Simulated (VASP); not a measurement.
Input of a VASP 6.6.1 run:

Contents of INCAR:

```
PREC = Accurate
ENCUT = 520
EDIFF = 1E-6
ISMEAR = 0
SIGMA = 0.1
LREAL = False
LASPH = True
NELM = 100
ALGO = Normal
ISIF = 2
LWAVE = False
LCHARG = False
GGA = PE
NBANDS = 18
```

KPOINTS

```
regular mesh
0
Gamma
  12 12 12
```

Contents of POSCAR:

```
SrB3
1.0
    3.8455268375      0.0000000000      0.0000000000
    0.0000000000      3.8455268375      0.0000000000
    0.0000000000      0.0000000000      3.8455268375
Sr B
1 3
Direct
    0.0000000000      0.0000000000      0.0000000000
    0.0000000000      0.5000000000      0.5000000000
    0.5000000000      0.0000000000      0.5000000000
    0.5000000000      0.5000000000      0.0000000000
```

Potentials or basis: VASP PAW PBE potentials, release 64 (Sr_sv, B).

The run is started by

```bash
$ cat potpaw_PBE.64/Sr_sv/POTCAR potpaw_PBE.64/B/POTCAR > POTCAR
$ mpirun -np 1 vasp_std > vasp.out
```

Predict the pressure.

0.2 GPa.

Estimate the band gap on the k mesh.

zero (an odd number of electrons rules out a gap without spin polarisation).
